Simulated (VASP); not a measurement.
A run of VASP 6.6.1:

Contents of INCAR:

```
PREC = Accurate ; ENCUT = 520
EDIFF = 1E-7 ; ISMEAR = 0
SIGMA = 0.15 ; LREAL = False
LASPH = True ; NELM = 100
ALGO = Normal ; ISIF = 2
LWAVE = False ; LCHARG = False
GGA = PS ; IVDW = 12
NBANDS = 20
```

KPOINTS

```
regular mesh
0
Gamma
  15 15 15
```

The input POSCAR:

```
MoS2
1.0
    1.5399048573      0.8579472270      5.7970502989
   -1.5399048573      0.8579472270      5.7970502989
    0.0000000000     -1.7158944539      5.7970502989
Mo S
1 2
Direct
    0.0000000000      0.0000000000      0.0000000000
    0.7346701195      0.7346701195      0.8083430658
    0.2653298805      0.2653298805      0.1916569342
```

Potentials or basis: VASP PAW PBE potentials, release 64 (Mo_sv, S).

Launch:

```sh
$ cat potpaw_PBE.64/Mo_sv/POTCAR potpaw_PBE.64/S/POTCAR > POTCAR
$ mpirun -np 1 vasp_std > vasp.out
```

Hardware: 1 thread of Intel(R) Xeon(R) 6975P-C (Granite Rapids), with other jobs on the host.

Problem. How long does it take, and how much memory?

Solution. Wall time 20 min on 1 thread of Intel(R) Xeon(R) 6975P-C (Granite Rapids), with other jobs on the host, peak memory 0.9 GiB. Counts: scf iterations 15, k points 904.
